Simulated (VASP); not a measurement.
Here is a VASP 6.6.1 calculation.

File POSCAR:

```
TlZnBr3
1.0
    5.2004327463      0.0000000000      0.0000000000
    0.0000000000      5.2004327463      0.0000000000
    0.0000000000      0.0000000000      5.2004327463
Tl Zn Br
1 1 3
Direct
    0.0000000000      0.0000000000      0.0000000000
    0.5000000000      0.5000000000      0.5000000000
    0.5000000000      0.5000000000      0.0000000000
    0.5000000000      0.0000000000      0.5000000000
    0.0000000000      0.5000000000      0.5000000000
```

The input INCAR.step1:

```
SYSTEM = TlZnBr3
  ALGO = Normal
  EDIFF = 1E-4
  ENCUT = 520
  GGA = PE
  ISMEAR = 0
  LASPH = .TRUE.
  LCHARG = .FALSE.
  LREAL = .FALSE.
  LWAVE = .TRUE.
  NBANDS = 31
  NELM = 60
  PREC = Accurate
  SIGMA = 0.01
```

File INCAR.step2:

```
SYSTEM = TlZnBr3
  ALGO = Normal
  EDIFF = 1E-7
  ENCUT = 520
  ISIF = 2
  ISMEAR = 0
  ISTART = 1
  LASPH = .TRUE.
  LCHARG = .FALSE.
  LMIXTAU = .TRUE.
  LREAL = .FALSE.
  LWAVE = .FALSE.
  METAGGA = R2SCAN
  NBANDS = 31
  NELM = 60
  PREC = Accurate
  SIGMA = 0.01
```

The input KPOINTS:

```
k-points
0
G
  6 6 6
  0 0 0
```

Potentials or basis: VASP PAW PBE potentials, release 64 (Tl_d, Zn, Br).

Run with:

```bash
$ cat potpaw_PBE.64/Tl_d/POTCAR potpaw_PBE.64/Zn/POTCAR potpaw_PBE.64/Br/POTCAR > POTCAR
$ cp INCAR.step1 INCAR
$ mpirun -np 1 vasp_std > vasp.out
$ cp INCAR.step2 INCAR
$ mpirun -np 1 vasp_std > vasp.out
```

Q: Predict the band gap on the k mesh.

A: 0.87 eV, indirect (least direct gap 1.59 eV).

Q: Predict the pressure.

A: 0.0 GPa.

Caveat: the PAW data sets were made with another functional, which shifts forces and pressure a little; spin-orbit coupling is left out, which moves the levels of the heavy elements. A k mesh can miss the band edges.
